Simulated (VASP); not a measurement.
Here is a VASP 6.6.1 calculation.

Contents of INCAR:

```
SYSTEM = Si6P
PREC = Accurate
ENCUT = 520
EDIFF = 1E-6
ISMEAR = 0
SIGMA = 0.1
LREAL = .False.
LASPH = .True.
NELM = 100
ALGO = Normal
ISIF = 2
LWAVE = .False.
LCHARG = .False.
GGA = PE
NBANDS = 24
```

The input KPOINTS:

```
regular mesh
0
Gamma
  6 6 6
  0 0 0
```

The input POSCAR:

```
Si6P
1.0
    5.9435314553      0.0000000000      0.0000000000
    0.0000000000      5.9435314553      0.0000000000
    0.0000000000      0.0000000000      5.9435314553
Si P
6 1
Direct
    0.2086355512      0.5000000000      0.5000000000
    0.5000000000      0.5000000000      0.7913644488
    0.5000000000      0.5000000000      0.2086355512
    0.5000000000      0.2086355512      0.5000000000
    0.5000000000      0.7913644488      0.5000000000
    0.7913644488      0.5000000000      0.5000000000
    0.0000000000      0.0000000000      0.0000000000
```

Potentials or basis: VASP PAW PBE potentials, release 64 (Si, P).

Command:

```console
$ cat potpaw_PBE.64/Si/POTCAR potpaw_PBE.64/P/POTCAR > POTCAR
$ mpirun -np 1 vasp_std > vasp.out
```

Q: Predict the pressure.

A: 0.0 GPa.

Q: Predict the largest force.

A: 0.004 eV/Å.

Q: Estimate the band gap on the k mesh.

A: Zero (an odd number of electrons rules out a gap without spin polarisation).

Forces in eV/Å, atoms in the order of the input:
```
Si   0.004  0.000  0.000
Si   0.000  0.000 -0.004
Si   0.000  0.000  0.004
Si   0.000  0.004  0.000
Si   0.000 -0.004  0.000
Si  -0.004  0.000  0.000
P    0.000  0.000  0.000
```
